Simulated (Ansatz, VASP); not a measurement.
SnTe: VASP beside Ansatz

POSCAR

```
SnTe
1.0
    0.0000000000      3.1893303454      3.2212236489
    3.1893303454      0.0000000000      3.2212236489
    3.1893303454      3.1893303454      0.0000000000
Sn Te
1 1
Direct
    0.0000000000      0.0000000000      0.0000000000
    0.5000000000      0.5000000000      0.5000000000
```

File INCAR.step1:

```
PREC     = Accurate       # precision mode
ENCUT    = 520            # plane-wave cutoff, eV
ISMEAR   = -1             # smearing method
SIGMA    = 0.02           # smearing width, eV
LREAL    = F              # projectors in reciprocal space
LASPH    = T              # aspherical terms in the spheres
NELM     = 150            # most SCF steps
LNONCOLLINEAR= T              # non-collinear magnetism
MAGMOM   = 0 0 0 0 0 0    # initial moments
LSORBIT  = T              # spin-orbit coupling
GGA_COMPAT= F            
NBANDS   = 32             # bands
GGA      = PE             # functional
ALGO     = Normal         # electronic algorithm
EDIFF    = 1E-4           # SCF threshold, eV
LWAVE    = T              # write WAVECAR
LCHARG   = F              # write CHGCAR
```

Contents of INCAR.step2:

```
PREC     = Accurate       # precision mode
ENCUT    = 520            # plane-wave cutoff, eV
EDIFF    = 1E-6           # SCF threshold, eV
ISMEAR   = -1             # smearing method
SIGMA    = 0.02           # smearing width, eV
LREAL    = F              # projectors in reciprocal space
LASPH    = T              # aspherical terms in the spheres
NELM     = 150            # most SCF steps
ALGO     = Normal         # electronic algorithm
ISIF     = 2              # what is computed and relaxed
LWAVE    = F              # write WAVECAR
LCHARG   = T              # write CHGCAR
LNONCOLLINEAR= T              # non-collinear magnetism
MAGMOM   = 0 0 0 0 0 0    # initial moments
LORBIT   = 11             # projections on sites
LSORBIT  = T              # spin-orbit coupling
GGA_COMPAT= F            
LORBMOM  = T            
METAGGA  = R2SCAN         # meta-GGA
LMIXTAU  = T            
LVHAR    = T            
NBANDS   = 32             # bands
ISTART   = 1
```

The input KPOINTS:

```
Automatic mesh
0
Gamma
  8 8 8
```

Input for Ansatz:

```yaml
crystal:
  lattice:
    - [0.0, 3.1893303454, 3.2212236489]
    - [3.1893303454, 0.0, 3.2212236489]
    - [3.1893303454, 3.1893303454, 0.0]
  atoms:
    - { symbol: Sn, position: [0.0, 0.0, 0.0] }
    - { symbol: Te, position: [0.5, 0.5, 0.5] }
kpoints:
  mp_grid: { grid: [8, 8, 8] }
  band_path:
    path:
      - [0.0, 0.0, 0.0]
      - [0.5, 0.0, 0.5]
      - [0.625, 0.25, 0.625]
      - [0.375, 0.375, 0.75]
      - [0.5, 0.5, 0.5]
      - [0.5, 0.25, 0.75]
      - [0.0, 0.0, 0.5]
    npoints: 1
hamiltonian:
  xc: r2scan
scf:
  occupations: { method: fermi_dirac, width: 0.02 }
  n_extra_bands: 8
magnetization:
  noncollinear: true
  spin_orbit: true
output:
  forces: true
  stress: true
  eigenvalues: true
  write_density: true
  write_potential: true
  elf: true
  volumetric_format: npy
```

Change from the starting cell: uniaxial_z strain +1.0%.

Alike in both runs: task single point; functional r2SCAN; k mesh 8 × 8 × 8; occupations fermi-dirac, width 0.02 eV; non-collinear spin, spin-orbit coupling.

|  | VASP | Ansatz |
| --- | --- | --- |
| version | VASP 6.6.1 | Ansatz 0.2.0 |
| potentials or method | VASP PAW PBE potentials, release 64 (Sn_d, Te) | plane waves, PAW |
| plane-wave cutoff (eV) | 520 | 500 |
| valence electrons in the cell | 20 | 30 |

|  | VASP | Ansatz | Ansatz less VASP |
| --- | --- | --- | --- |
| pressure (GPa) | -0.6 | -0.6 | -0.02 |
| traceless stress, the component that is largest in VASP (GPa) | -0.72 | -0.71 | +0.005 |
| net moment per atom (μB) | 0.00 | 0.00 | 0.000 |

VASP's potentials were made for PBE, not for r2SCAN. VASP's potentials hold 20 valence electrons a cell and Ansatz's 30, so a difference there can come from the potentials and not from the codes.
